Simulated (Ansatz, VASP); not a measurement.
One calculation of CaInC4N4, two programs

```xyz
10
Lattice="6.5711 0.0000 0.0000 0.0000 6.5711 0.0000 0.0000 0.0000 6.5711" Properties=species:S:1:pos:R:3 pbc="T T T"
Ca    3.2855    3.2855    3.2855
In    0.0000    0.0000    0.0000
C     1.2516    1.2516    1.2516
C     1.2516    5.3195    5.3195
C     5.3195    1.2516    5.3195
C     5.3195    5.3195    1.2516
N     1.9293    1.9293    1.9293
N     1.9293    4.6418    4.6418
N     4.6418    1.9293    4.6418
N     4.6418    4.6418    1.9293
```

Alike in both runs: functional PBE; k mesh 6 × 6 × 6; occupations gaussian, width 0.1 eV; no spin polarisation.

Ansatz relaxed the structure, and its values are those at the end. VASP's run is a single point on that final structure, the one shown.

|  | VASP | Ansatz |
| --- | --- | --- |
| version | VASP 6.6.1 | Ansatz 0.2.0 |
| potentials or method | VASP PAW PBE potentials, release 64 (Ca_sv, In_d, C, N), cutoff 520 eV | scalar-relativistic, plane waves, PAW |
| valence electrons in the cell | 59 | 59 |

|  | VASP | Ansatz | Ansatz less VASP |
| --- | --- | --- | --- |
| gap on the k mesh at the Fermi level (eV) | none | none | - |
| pressure (GPa) | 0.3 | 0.0 | -0.30 |
| rms of the force components (eV/Å) | 0.192 | 0.002 | -0.1902 |

A gap of «none» marks a metal or a gap that the smearing closes. One of these differences is far larger than is usual between the two programs; its cause wasn't traced. With one functional, cell and mesh, what is left measures potentials, basis and numerics.

Noted on VASP's run: the standard files for N, O and F lose accuracy on very short bonds.
